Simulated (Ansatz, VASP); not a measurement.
**One calculation of Na, two programs**

```xyz
1
Lattice="-2.3003 2.3003 1.7943 2.3003 -2.3003 1.7943 2.3003 2.3003 -1.7943" Properties=species:S:1:pos:R:3 pbc="T T T"
Na    0.0000    0.0000    0.0000
```

Alike in both runs: task single point; functional PBE; k mesh 18 × 18 × 18; occupations gaussian, width 0.15 eV; no spin polarisation.

|  | VASP | Ansatz |
| --- | --- | --- |
| version | VASP 6.6.1 | Ansatz 0.2.0 |
| potentials or method | VASP PAW PBE potentials, release 64 (Na_pv), cutoff 520 eV | scalar-relativistic, plane waves, PAW |
| valence electrons in the cell | 7 | 9 |

|  | VASP | Ansatz | Ansatz less VASP |
| --- | --- | --- | --- |
| gap on the k mesh at the Fermi level (eV) | none | none | - |
| pressure (GPa) | -0.2 | -0.1 | +0.08 |
| traceless stress, the component that is largest in VASP (GPa) | 0.90 | 0.89 | -0.003 |

A gap of «none» marks a metal or a gap that the smearing closes. The functional is the same, so the differences come from potentials, cutoffs and numerics. VASP's potentials hold 7 valence electrons a cell and Ansatz's 9, so a difference there can come from the potentials and not from the codes.
